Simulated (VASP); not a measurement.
A run of VASP 6.6.1 is set up as follows.

Contents of INCAR:

```
PREC     = Accurate       # precision mode
ENCUT    = 600            # plane-wave cutoff, eV
EDIFF    = 1E-7           # SCF threshold, eV
ISMEAR   = 0              # smearing method
SIGMA    = 0.1            # smearing width, eV
LREAL    = F              # projectors in reciprocal space
LASPH    = T              # aspherical terms in the spheres
NELM     = 80             # most SCF steps
ALGO     = Normal         # electronic algorithm
ISIF     = 3              # what is computed and relaxed
LWAVE    = F              # write WAVECAR
LCHARG   = F              # write CHGCAR
GGA      = PE             # functional
IBRION   = 2              # ionic algorithm
NSW      = 90             # ionic steps
EDIFFG   = -0.04          # ionic threshold
```

The input KPOINTS:

```
Automatic mesh
0
Gamma
  6 6 4
```

The input POSCAR:

```
Co3Si2
1.0
    3.5155466854      0.0000000000      0.0000000000
   -1.7577733427      3.0445527377      0.0000000000
    0.0000000000      0.0000000000      5.4696195892
Co Si
3 2
Direct
    0.0000000000      0.0000000000      0.0000000000
    0.3333333333      0.6666666667      0.6450000000
    0.6666666667      0.3333333333      0.3550000000
    0.3333333333      0.6666666667      0.2450000000
    0.6666666667      0.3333333333      0.7550000000
```

Potentials or basis: VASP PAW PBE potentials, release 64 (Co, Si).

The run is started by

```bash
$ cat potpaw_PBE.64/Co/POTCAR potpaw_PBE.64/Si/POTCAR > POTCAR
$ mpirun -np 1 vasp_std > vasp.out
```

(1) Estimate the relaxed volume.

(2) What does it give for the band gap on the k mesh?

Results:

(1) 11.60 Å³/atom.

(2) zero (an odd number of electrons rules out a gap without spin polarisation).

Caveat: the run has no spin polarisation, though such a crystal can be magnetic.
